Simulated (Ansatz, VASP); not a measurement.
# One calculation of HfO2, two programs

```
Hf O
1.0
     0.00000    2.54034    2.54034
     2.54034    0.00000    2.54034
     2.54034    2.54034    0.00000
Hf O
1 2
Direct
  0.00000 0.00000 0.00000
  0.25000 0.25000 0.25000
  0.75000 0.75000 0.75000
```

Change from the starting cell: volume scaled by 0.98, crystal datasets.

Alike in both runs: task electric field gradients; functional LDA; k mesh 8 × 8 × 8; occupations fermi-dirac, width 0.01 eV; no spin polarisation.

|  | VASP | Ansatz |
| --- | --- | --- |
| version | VASP 6.6.1 | Ansatz 0.2.0 |
| potentials or method | VASP PAW LDA potentials, release 64 (Hf_pv, O), cutoff 520 eV | all-electron PAW with datasets made for the crystal, scalar-relativistic |

```tsv
	VASP	Ansatz	Ansatz less VASP
gap on the k mesh at the Fermi level (eV)	3.58	3.55	-0.031
pressure (GPa)	-15.0	-12.0	+3.00
```

LDA's correlation is that of Perdew and Zunger in VASP and of Perdew and Wang (1992) in Ansatz. Ansatz ran all-electron here, and VASP with PAW potentials.

Neither program's run includes spin-orbit coupling.
